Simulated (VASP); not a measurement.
BN, 8 atoms in the cell. Symmetry: P4_2/mnm, No. 136, tetragonal system. The conventional cell has a = 4.398 Å, b = 4.398 Å, c = 2.843 Å, α = 90.00°, β = 90.00°, γ = 90.00°. Within 2.2 Å of B (site symmetry m2m) lie 4 N at 1.59 to 1.66 Å and 1 B at 2.17 Å. Within 2.1 Å of N (site symmetry m2m) lie 4 B at 1.59 to 1.66 Å. 

| Quantity | Value |
| --- | --- |
| Program | VASP 6.6.1 |
| Task | single point |
| Functional | PBEsol |
| Potentials or basis | VASP PAW PBE potentials, release 64 (B, N) |
| Cutoff | 520 eV |
| k mesh | 6 × 6 × 10 |
| Occupations | gaussian, width 0.05 eV |
| Spin | no spin polarisation |
| Dipole correction | no |
| Further INCAR settings | ALGO = Normal; EDIFF = 1e-06; NBANDS = 26 |

Potentials or basis: VASP PAW PBE potentials, release 64 (B, N).

Run with:

```sh
$ cat potpaw_PBE.64/B/POTCAR potpaw_PBE.64/N/POTCAR > POTCAR
$ mpirun -np 1 vasp_std > vasp.out
```

Hardware: 1 thread of AMD EPYC 7R13 Processor (Zen 3), with other jobs on the host.

Q: How long does it take, and how much memory?

A: Run time: 65 s on 1 thread of AMD EPYC 7R13 Processor (Zen 3), on a shared host, peak memory 0.18 GiB. Counts: scf iterations 13, k points 60.
